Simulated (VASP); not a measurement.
# H2: single point with r2SCAN+rVV10

H2, in a box:

```xyz
2
Lattice="11.0000 0.0000 0.0000 0.0000 11.5000 0.0000 0.0000 0.0000 12.0000" Properties=species:S:1:pos:R:3 pbc="T T T"
H     5.0000    5.5000    5.5999
H     5.0000    5.5000    6.3501
```

```
Program                : VASP 6.6.1
Task                   : single point
Functional             : r2SCAN
Dispersion             : rVV10
Potentials or basis    : VASP PAW PBE potentials, release 64 (H)
Cutoff                 : 440 eV
k mesh                 : 1 × 1 × 1
Occupations            : gaussian, width 0.01 eV
Spin                   : no spin polarisation
Dipole correction      : no
Further INCAR settings : ALGO = Normal; EDIFF = 1e-06; NBANDS = 8
```

```yaml
Largest_force: 0.295 eV/Å
Gap_between_the_frontier_levels: 10.81 eV
```

Forces in eV/Å, atoms in the order of the input:
```
H    0.000  0.000  0.295
H    0.000  0.000 -0.295
```

Levels at points of the mesh, in eV from the valence-band top:
| k point | band 1 | band 2 | band 3 | band 4 |
| --- | --- | --- | --- | --- |
| (0.00, 0.00, 0.00) | 0.00 | 10.81 | 11.62 | 11.84 |

It took 13 min on 1 thread of AMD EPYC 9R45 96-Core Processor (Zen 5), with other jobs on the host, peak memory 2.8 GiB.

Caveat: the PAW data sets were made with another functional, which shifts forces and pressure a little.
